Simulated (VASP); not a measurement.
The system is PbS.

```
CELL_PARAMETERS angstrom
2.10051 1.21273 3.43019
-2.10051 1.21273 3.43019
0.00000 -2.42546 3.43019
ATOMIC_POSITIONS crystal
Pb 0.97814 0.97814 0.97814
S 0.47746 0.47746 0.47746
```

Base run:

- Program: VASP 6.6.1
- Functional: r2SCAN
- Potentials or basis: VASP PAW PBE potentials, release 64 (Pb_d, S)
- Cutoff: 520 eV
- k mesh: 8 × 8 × 8
- Occupations: gaussian, width 0.01 eV
- Spin: no spin polarisation

Its results: band gap on the k mesh 0.64 eV, direct; pressure 1.0 GPa.

**Question.** The run is repeated on the same cell with these changes: functional from r2SCAN to LDA; potentials or basis from VASP PAW PBE potentials, release 64 (Pb_d, S) to VASP PAW LDA potentials, release 64 (Pb_d, S). What comes out?

**Answer.** Band gap on the k mesh 0.22 eV, direct; pressure -2.8 GPa.

Caveats: spin-orbit coupling is left out, which moves the levels of the heavy elements; the PAW data sets were made with another functional, which shifts forces and pressure a little (some runs).

A k mesh can miss the band edges.
